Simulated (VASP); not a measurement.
CdS:

```
Cd S
1.0
     0.00000    2.91000    2.91000
     2.91000    0.00000    2.91000
     2.91000    2.91000    0.00000
Cd S
1 1
Direct
  0.00000 0.00000 0.00000
  0.75000 0.75000 0.75000
```

```yaml
Program: VASP 6.6.1
Task: relaxation of cell and atoms
Functional: PBE
Potentials_or_basis: VASP PAW PBE potentials, release 64 (Cd, S)
Cutoff: 600 eV
k_mesh: 8 × 8 × 8
Occupations: gaussian, width 0.02 eV
Spin: no spin polarisation
```

At the start: pressure 3.6 GPa; volume 24.64 Å³/atom.

Task: How do energy, volume and symmetry change on relaxing?

Result: Over 5 steps the energy falls by 16.2 meV/atom and the volume is 26.14 Å³/atom (+6.1 %); space group F-43m (No. 216, to 0.05 Å).

Step by step:
| step | energy change (eV) | largest force (eV/Å) | pressure (GPa) | volume (Å³) |
| --- | --- | --- | --- | --- |
| 1 | 0.0000 | 0.0000 | 3.64 | 49.28 |
| 2 | -0.0287 | 0.0000 | -1.04 | 53.38 |
| 3 | -0.0323 | 0.0000 | 0.03 | 52.29 |
| 4 | -0.0323 | 0.0000 | -0.06 | 52.35 |
| 5 | -0.0323 | 0.0000 | -0.01 | 52.28 |

Final structure:
```
CELL_PARAMETERS angstrom
0.00000 2.96784 2.96784
2.96784 0.00000 2.96784
2.96784 2.96784 0.00000
ATOMIC_POSITIONS crystal
Cd 0.00000 0.00000 0.00000
S 0.75000 0.75000 0.75000
```
